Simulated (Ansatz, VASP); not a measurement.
## Hf: VASP beside Ansatz

```
Hf
1.0
     3.11813    0.00000    0.00000
    -1.55906    2.70038    0.00000
     0.00000    0.00000    4.94690
Hf
2
Cartesian
  0.0000 1.8003 1.2367
  1.5591 0.9001 3.7102
```

Alike in both runs: task relaxation of cell and atoms; functional LDA; k mesh 12 × 12 × 8; occupations fermi-dirac, width 0.15 eV; no spin polarisation.

```csv
,VASP,Ansatz
version,VASP 6.6.1,Ansatz 0.2.0
potentials or method,"VASP PAW LDA potentials, release 64 (Hf_pv), cutoff 600 eV","scalar-relativistic, plane waves, PAW"
valence electrons in the cell,20,52
```

Ansatz gave:

```
gap on the k mesh at the Fermi level, each at its own relaxed structure (eV) : none
relaxed volume (Å³/atom)                                                     : 20.85
relaxed cell length with the largest relative difference (Å)                 : 3.116
```

Problem. Estimate VASP's values.

Solution. gap on the k mesh at the Fermi level, each at its own relaxed structure (eV): none; relaxed volume (Å³/atom): 20.87; relaxed cell length with the largest relative difference (Å): 3.117.

Ansatz warns that its potentials were made for another functional, while VASP's fit it. LDA's correlation is that of Perdew and Zunger in VASP and of Perdew and Wang (1992) in Ansatz. A gap of «none» marks a metal or a gap that the smearing closes. VASP's potentials hold 20 valence electrons a cell and Ansatz's 52, so a difference there can come from the potentials and not from the codes.

Spin-orbit coupling is off throughout.
